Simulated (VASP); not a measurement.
Al16N15F (a cell with a defect):

```
CELL_PARAMETERS angstrom
6.25951 0.00000 0.00000
-3.12976 5.42090 0.00000
0.00000 0.00000 10.03481
ATOMIC_POSITIONS crystal
Al 0.33491 0.16201 0.25653
Al 0.17480 0.33712 0.50271
Al 0.33905 0.17209 0.75483
Al 0.17285 0.33615 0.00537
Al 0.33763 0.66879 0.25698
Al 0.15725 0.83140 0.51374
Al 0.33923 0.66846 0.75536
Al 0.17306 0.83585 0.99945
Al 0.83858 0.16742 0.25057
Al 0.67052 0.33181 0.50662
Al 0.84261 0.17285 0.75342
Al 0.66808 0.32896 0.99713
Al 0.82563 0.65827 0.21871
Al 0.68372 0.84180 0.50927
Al 0.84423 0.67383 0.74897
Al 0.66944 0.83871 0.99767
N 0.33723 0.16158 0.44678
N 0.17466 0.33381 0.19498
N 0.33494 0.17027 0.94331
N 0.17436 0.33623 0.69282
N 0.34093 0.67650 0.44748
N 0.16697 0.82826 0.19245
N 0.33539 0.66720 0.94406
N 0.18322 0.84072 0.70405
N 0.83974 0.17450 0.44113
N 0.66449 0.31834 0.18476
N 0.84139 0.17250 0.94113
N 0.67292 0.33575 0.69565
N 0.66901 0.83823 0.18646
N 0.83517 0.66864 0.94470
N 0.67209 0.83755 0.69852
F 0.67923 0.57623 0.38217
```

Program: VASP 6.6.1. Alike in all runs: task single point; potentials or basis VASP PAW PBE potentials, release 64 (Al, N, F); no spin polarisation; cell as given; cutoff (eV) 520.

Task: Order these runs on this cell by their pressure, lowest first.
A. level PBE; k mesh 1 × 1 × 1; smearing fermi-dirac 0.01 eV
B. level PBE; k mesh 1 × 1 × 1, shifted; smearing gaussian 0.01 eV
C. level r2SCAN; k mesh 1 × 1 × 1, shifted; smearing fermi-dirac 0.01 eV

Result: C (-2.2 GPa), B (2.5 GPa), A (4.0 GPa).

Caveats: all runs use coarse meshes; the PAW data sets were made with another functional, which shifts forces and pressure a little (at least some runs).
